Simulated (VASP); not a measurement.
Set up this calculation in VASP 6.6.1, as the native input.

```yaml
Task: single point
Functional: PBEsol
Potentials_or_basis: VASP PAW PBE potentials, release 64 (B, N)
Cutoff: 520 eV
k_mesh: 12 × 12 × 4
Occupations: gaussian, width 0.05 eV
Spin: no spin polarisation
Dipole_correction: no
Further_INCAR_settings: ALGO = Normal; EDIFF = 1e-06; NBANDS = 16
```

The structure of BN lies in POSCAR:

```
BN
1.0
    2.5745635121      0.0000000000      0.0000000000
   -1.2872817561      2.2296374052      0.0000000000
    0.0000000000      0.0000000000      6.3010224206
B N
2 2
Direct
    0.3333333333      0.6666666667      0.2500000000
    0.6666666667      0.3333333333      0.7500000000
    0.3333333333      0.6666666667      0.7500000000
    0.6666666667      0.3333333333      0.2500000000
```

This cell differs from its parent crystal: ratio of the length along z to the lengths across it x 0.92, volume and fractional coordinates fixed.

The input as run:

INCAR

```
PREC     = Accurate       # precision mode
ENCUT    = 520            # plane-wave cutoff, eV
EDIFF    = 1E-6           # SCF threshold, eV
ISMEAR   = 0              # smearing method
SIGMA    = 0.05           # smearing width, eV
LREAL    = False          # projectors in reciprocal space
LASPH    = True           # aspherical terms in the spheres
NELM     = 60             # most SCF steps
ALGO     = Normal         # electronic algorithm
ISIF     = 2              # what is computed and relaxed
LWAVE    = False          # write WAVECAR
LCHARG   = False          # write CHGCAR
GGA      = PS             # functional
NBANDS   = 16             # bands
```

KPOINTS

```
Automatic mesh
0
Gamma
  12 12 4
```

Potentials or basis: VASP PAW PBE potentials, release 64 (B, N).

Run with:

```bash
$ cat potpaw_PBE.64/B/POTCAR potpaw_PBE.64/N/POTCAR > POTCAR
$ mpirun -np 1 vasp_std > vasp.out
```

It gave:

```json
{
 "Pressure": "-17.4 GPa",
 "Band gap on the k mesh": "3.91 eV, indirect (least direct gap 4.21 eV)"
}
```

Caveat: the PAW data sets were made with another functional, which shifts forces and pressure a little; this functional lacks dispersion, which binds the layers, so the pressure and a relaxed spacing across them are unreliable.

It took 21 s on 1 thread of Intel(R) Xeon(R) Platinum 8488C (Sapphire Rapids), with other jobs on the host, peak memory 0.16 GiB.
